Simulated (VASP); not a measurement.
Input of a VASP 6.6.1 run:

The input INCAR:

```
PREC     = Accurate       # precision mode
ENCUT    = 520            # plane-wave cutoff, eV
EDIFF    = 1E-7           # SCF threshold, eV
ISMEAR   = 0              # smearing method
SIGMA    = 0.05           # smearing width, eV
LREAL    = False          # projectors in reciprocal space
LASPH    = True           # aspherical terms in the spheres
NELM     = 80             # most SCF steps
ALGO     = Normal         # electronic algorithm
ISIF     = 2              # what is computed and relaxed
LWAVE    = False          # write WAVECAR
LCHARG   = True           # write CHGCAR
GGA      = PS             # functional
LELF     = True           # ELF
LVHAR    = True         
NBANDS   = 16             # bands
```

Contents of KPOINTS:

```
regular mesh
0
Gamma
  8 8 8
```

File POSCAR:

```
GaP
1.0
    0.0000000000      2.9432700000      2.7252500000
    2.9432700000      0.0000000000      2.7252500000
    2.9432700000      2.9432700000      0.0000000000
Ga P
1 1
Direct
    0.0000000000      0.0000000000      0.0000000000
    0.7500000000      0.7500000000      0.7500000000
```

Potentials or basis: VASP PAW PBE potentials, release 64 (Ga_d, P).

Command:

```console
$ cat potpaw_PBE.64/Ga_d/POTCAR potpaw_PBE.64/P/POTCAR > POTCAR
$ mpirun -np 1 vasp_std > vasp.out
```

What does it give for the pressure?

-9.5 GPa.

Estimate the band gap on the k mesh.

0.28 eV.

Stress tensor (GPa, compression positive):
```
-11.09   0.00   0.00
  0.00 -11.09   0.00
  0.00   0.00  -6.36
```

Caveat: the cell differs from its parent crystal (strain +0.080 along x and y, +0.000 along z); the cell stands under tension; semilocal functionals underestimate gaps, and a narrow one can read as zero; the PAW data sets were made with another functional, which shifts forces and pressure a little.
